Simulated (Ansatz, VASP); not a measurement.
**One calculation of Si3Mo, two programs**

```
CELL_PARAMETERS angstrom
3.82756 0.00000 0.00000
0.00000 3.82756 0.00000
0.00000 0.00000 3.82756
ATOMIC_POSITIONS crystal
Si 0.00000 0.50000 0.50000
Si 0.50000 0.00000 0.50000
Si 0.50000 0.50000 0.00000
Mo 0.00000 0.00000 0.00000
```

Alike in both runs: task relaxation of cell and atoms; functional PBE; k mesh 12 × 12 × 12; occupations gaussian, width 0.1 eV; no spin polarisation.

```csv
,VASP,Ansatz
version,VASP 6.6.1,Ansatz 0.2.0
potentials or method,"VASP PAW PBE potentials, release 64 (Si, Mo_sv), cutoff 600 eV","scalar-relativistic, plane waves, PAW"
valence electrons in the cell,26,26
```

```tsv
	VASP	Ansatz	Ansatz less VASP
gap on the k mesh at the Fermi level, each at its own relaxed structure (eV)	none	none	-
relaxed volume (Å³/atom)	13.91	13.91	-0.003
relaxed cell length with the largest relative difference (Å)	3.818	3.818	-0.0003
```

A gap of «none» marks a metal or a gap that the smearing closes.
